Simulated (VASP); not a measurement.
# TaN (P-6m2) in VASP: further runs

Runs on TaN. Level: PBEsol. Tasks: density of states, electric field gradients.

Everything below comes from runs of VASP 6.6.1. Logs are shortened: lines on timing, memory, paths and dates and some standing lists are left out, and cuts for length are marked.

### 1 The cell of the first run

It takes space group P-6m2 (No. 187, hexagonal). The conventional cell has a = 2.938 Å, b = 2.938 Å, c = 2.883 Å, α = 90.00°, β = 90.00°, γ = 120.00°. Ta (site symmetry -6m2) has 6 N at 2.23 Å and 2 Ta at 2.88 Å within 2.9 Å. Within 2.9 Å of N (site symmetry -6m2) lie 6 Ta at 2.23 Å and 2 N at 2.88 Å.

### 2 Density of states, PBEsol

The input, POSCAR:

```
TaN
1.0
    2.9379988584      0.0000000000      0.0000000000
   -1.4689994292      2.5443816477      0.0000000000
    0.0000000000      0.0000000000      2.8830000000
Ta N
1 1
Direct
    0.3333333333      0.6666666667      0.5000000000
    0.0000000000      0.0000000000      0.0000000000
```

The input, INCAR.step1:

```
  PREC = Accurate
  ENCUT = 520
  EDIFF = 1E-6
  ISMEAR = -1
  SIGMA = 0.02
  LREAL = False
  LASPH = True
  NELM = 80
  ALGO = Normal
  ISIF = 2
  LWAVE = False
  LCHARG = True
  LMAXMIX = 4
  GGA = PS
  NBANDS = 15
```

The input, KPOINTS.step1:

```
Automatic mesh
0
Gamma
  12 12 10
```

The input, INCAR.step2:

```
  PREC = Accurate
  ENCUT = 520
  EDIFF = 1E-6
  ISMEAR = -5
  SIGMA = 0.02
  LREAL = False
  LASPH = True
  NELM = 80
  ALGO = Normal
  ISIF = 2
  LWAVE = False
  LCHARG = False
  LMAXMIX = 4
  GGA = PS
  LORBIT = 11
  NBANDS = 15
  NEDOS = 1001
  ICHARG = 11
```

The input, KPOINTS.step2:

```
Automatic mesh
0
Gamma
  18 18 15
```

Potentials or basis: VASP PAW PBE potentials, release 64 (Ta_pv, N).

Run with:

```console
cat potpaw_PBE.64/Ta_pv/POTCAR potpaw_PBE.64/N/POTCAR > POTCAR
cp INCAR.step1 INCAR
cp KPOINTS.step1 KPOINTS
mpirun -np 1 vasp_std > vasp.out
cp INCAR.step2 INCAR
cp KPOINTS.step2 KPOINTS
mpirun -np 1 vasp_std > vasp.out
```

OUTCAR:

```text
PREC = Accurate
   ENCUT = 520
   EDIFF = 1E-6
   ISMEAR = -5
   LREAL = False
   LASPH = True
   NELM = 80
   ISIF = 2
   GGA = PS
   LORBIT = 11
   ICHARG = 11

 ion  position               nearest neighbor table
   1  0.333  0.667  0.500-   2 2.23   2 2.23   2 2.23   2 2.23   2 2.23   2 2.23
   2  0.000  0.000  0.000-   1 2.23   1 2.23   1 2.23   1 2.23   1 2.23   1 2.23

  LATTYP: Found a hexagonal cell.
 ALAT       =     2.9379988584
 C/A-ratio  =     0.9812801635

  Lattice vectors:

 A1 = (   2.9379988584,   0.0000000000,   0.0000000000)
 A2 = (  -1.4689994292,   2.5443816477,   0.0000000000)
 A3 = (   0.0000000000,   0.0000000000,   2.8830000000)

Analysis of symmetry for initial positions (statically):
=====================================================================
 Subroutine PRICEL returns:
 Original cell was already a primitive cell.

 Routine SETGRP: Setting up the symmetry group for a
 hexagonal supercell.

 Subroutine GETGRP returns: Found 12 space group operations
 (whereof 12 operations were pure point group operations)
 out of a pool of 24 trial point group operations.

The static configuration has the point symmetry D_3h.

Analysis of symmetry for dynamics (positions and initial velocities):
=====================================================================
 Subroutine PRICEL returns:
 Original cell was already a primitive cell.

 Routine SETGRP: Setting up the symmetry group for a
 hexagonal supercell.

 Subroutine GETGRP returns: Found 12 space group operations
 (whereof 12 operations were pure point group operations)
 out of a pool of 24 trial point group operations.

The dynamic configuration has the point symmetry D_3h.

 Subroutine INISYM returns: Found 12 space group operations
 (whereof 12 operations are pure point group operations),
 and found     1 'primitive' translations

----------------------------------------------------------------------------------------

                                     Primitive cell

  volume of cell :      21.5516

  direct lattice vectors                    reciprocal lattice vectors
     2.937998858  0.000000000  0.000000000     0.340367729  0.196511400  0.000000000
    -1.468999429  2.544381648  0.000000000     0.000000000  0.393022800  0.000000000
     0.000000000  0.000000000  2.883000000     0.000000000  0.000000000  0.346860909
[... 95 lines left out ...]
   TEBEG  =    0.0;   TEEND  =   0.0 temperature during run
   PSTRESS=    0.0 pullay stress
   NELECT =      16.0000    total number of electrons
   NUPDOWN=      -1.0000    fix difference up-down
   EMIN   =  10.00;   EMAX   =-10.00  energy-range for DOS
   EFERMI =   0.00;   METHOD = LEGACY
   ISMEAR =    -5;   SIGMA  =   0.02  broadening in eV -4-tet -1-fermi 0-gaus
   EFERMI_NEDOS =   21; number of points for ismear=-14 and -15
   IALGO  =     38    algorithm
   IMIX   =      4    mixing-type and parameters
     AMIX     =   0.40;   BMIX     =  1.00
     AMIX_MAG =   1.60;   BMIX_MAG =  1.00
  volume/ion in A,a.u.               =      10.78        72.72
  Fermi-wavevector in a.u.,A,eV,Ry     =   1.482366  2.801265 29.897546  2.197408
  Thomas-Fermi vector in A             =   2.596161
   LORBIT       =     11    0 simple, 1 ext, 2 COOP (PROOUT), +10 PAW based schemes
   GGA     = PS    functional components
   LHFCALC =     F    Hartree Fock is set to
   AEXX    =    0.0000 exact exchange contribution
   IVDW    =     0    specifies the selected vdW correction
   LEPSILON=     F    determine dielectric tensor
   LRPA    =     F    only Hartree local field effects (RPA)
 non-spin polarized calculation
 Fermi weights with tetrahedron method with Bloechl corrections
  energy-cutoff  :      520.00
  volume of cell :       21.55
 maximum number of plane-waves:       605
 NGX is ok and might be reduce to    24

 number of electron      16.0000001 magnetization

 Free energy of the ion-electron system (eV)
  ---------------------------------------------------
  ext. energy  EPLUGINS =         0.00000000
  ---------------------------------------------------
  free energy    TOTEN  =       -23.80256279 eV

  energy without entropy =      -23.80256279  energy(sigma->0) =      -23.80256279

 E-fermi :   8.0666     XC(G=0): -13.5052

 val. band max:        8.2348953048   @ k =   0.3333   0.3333   0.0000
 cond. band min:       8.0732697849   @ k =   0.0000   0.0000   0.4000
 fundamental gap:     -0.1616255198
 Fermi energy:         8.0666465027

 k-point     1 :       0.0000    0.0000    0.0000
  band No.  band energies     occupation
      1     -26.6874      2.00000
      2     -26.4203      2.00000
      3     -26.4203      2.00000
      4      -9.6447      2.00000
      5       3.5292      2.00000
      6       3.5292      2.00000
      7       3.8662      2.00000
      8       5.1827      2.00000
      9      10.3065      0.00000
     10      11.6902      0.00000
     11      11.6902      0.00000
     12      12.0714      0.00000
     13      12.0714      0.00000
     14      21.0987      0.00000
[... 401 lines left out ...]
      2     -26.7268      2.00000
      3     -26.5427      2.00000
      4      -7.3038      2.00000
      5      -0.0151      2.00000
      6       2.9568      2.00000
      7       3.8265      2.00000
      8       5.8059      2.00000
      9      10.3786      0.00000
     10      11.1581      0.00000
     11      12.6586      0.00000
     12      14.1377      0.00000
     13      16.6626      0.00000
     14      20.1572      0.00000
     15      21.4869      0.00000

 [... further k-points ...]
[... 5 lines left out ...]
  --------------------------------------------------------------------------------------
  -------------------------------------------------------------------------------------
  Total       -0.5386282     -0.5386282     -0.5681021     -0.0000000      0.0000000      0.0000000
  in kB      -40.0424935    -40.0424935    -42.2336356     -0.0000000      0.0000000      0.0000000
  external PRESSURE =     -40.7728742 kB  Pullay stress =       0.0000000 kB

 VOLUME and BASIS-vectors are now :
 -----------------------------------------------------------------------------
  energy-cutoff  :      520.00
  volume of cell :       21.55
      direct lattice vectors                 reciprocal lattice vectors
     2.937998858  0.000000000  0.000000000     0.340367729  0.196511400  0.000000000
    -1.468999429  2.544381648  0.000000000     0.000000000  0.393022800  0.000000000
     0.000000000  0.000000000  2.883000000     0.000000000  0.000000000  0.346860909

 POSITION                                       TOTAL-FORCE (eV/Angst)
 -----------------------------------------------------------------------------------
     -0.00000      1.69625      1.44150         0.000000     -0.000000      0.000000
      0.00000      0.00000      0.00000        -0.000000      0.000000      0.000000
 -----------------------------------------------------------------------------------
    total drift:                                0.000746     -0.000431     -0.000000

  FREE ENERGIE OF THE ION-ELECTRON SYSTEM (eV)
  ---------------------------------------------------
  free  energy   TOTEN  =       -23.8025627895 eV

  energy  without entropy=      -23.8025627895  energy(sigma->0) =      -23.80256279

 total charge

# of ion       s       p       d       tot
------------------------------------------
    1        0.305   6.267   2.436   9.008
    2        1.221   2.492   0.000   3.713
--------------------------------------------------
tot          1.526   8.759   2.436  12.721
```

OSZICAR.step1:

```text
N       E                     dE             d eps       ncg     rms          rms(c)
DAV:   1     0.886055104301E+02    0.88606E+02   -0.88425E+03  3420   0.113E+03
DAV:   2    -0.233468212838E+02   -0.11195E+03   -0.10535E+03  4134   0.305E+02
DAV:   3    -0.261295590806E+02   -0.27827E+01   -0.27696E+01  3903   0.447E+01
DAV:   4    -0.261412436608E+02   -0.11685E-01   -0.11681E-01  4477   0.312E+00
DAV:   5    -0.261413138735E+02   -0.70213E-04   -0.70209E-04  3959   0.228E-01    0.238E+01
DAV:   6    -0.239083511624E+02    0.22330E+01   -0.35113E+00  4470   0.224E+01    0.102E+01
DAV:   7    -0.238396760874E+02    0.68675E-01   -0.55874E-01  3749   0.582E+00    0.694E+00
DAV:   8    -0.238106419185E+02    0.29034E-01   -0.15365E-01  4260   0.327E+00    0.144E+00
DAV:   9    -0.238033155045E+02    0.73264E-02   -0.16460E-02  3868   0.105E+00    0.211E-01
DAV:  10    -0.238032626978E+02    0.52807E-04   -0.10985E-03  4316   0.392E-01    0.858E-02
DAV:  11    -0.238031862078E+02    0.76490E-04   -0.91159E-05  4001   0.106E-01    0.105E-02
DAV:  12    -0.238031867811E+02   -0.57326E-06   -0.12427E-05  3623   0.307E-02    0.489E-03
DAV:  13    -0.238031867252E+02    0.55945E-07   -0.29314E-08  1885   0.173E-03
   1 F= -.23803187E+02 E0= -.23803137E+02  d E =-.100413E-03
```

Wall time 1.7 min (1 thread of Intel Xeon Platinum 8259CL at 2.50GHz (Skylake/Cascade Lake), shared host); peak memory 0.21 GiB.

What came out:

* Valence electrons inside the program's atomic spheres: Ta 9.01; N 3.71

Levels at points of the mesh, in eV from the Fermi level:
```
           k point  band 5  band 6  band 7  band 8  band 9  band 10  band 11  band 12
(0.00, 0.00, 0.00)   -4.54   -4.54   -4.20   -2.88    2.24     3.62     3.62     4.00
(0.50, 0.00, 0.00)   -8.29   -5.17   -3.47   -3.14    3.01     4.07     5.24     5.33
```

Caveat: the PAW data sets were made with another functional, which shifts forces and pressure a little; spin-orbit coupling is left out, which moves the levels of the heavy elements; tetrahedron occupations give inexact forces and stress in metals.

(Part 1 of 3 ends here.)
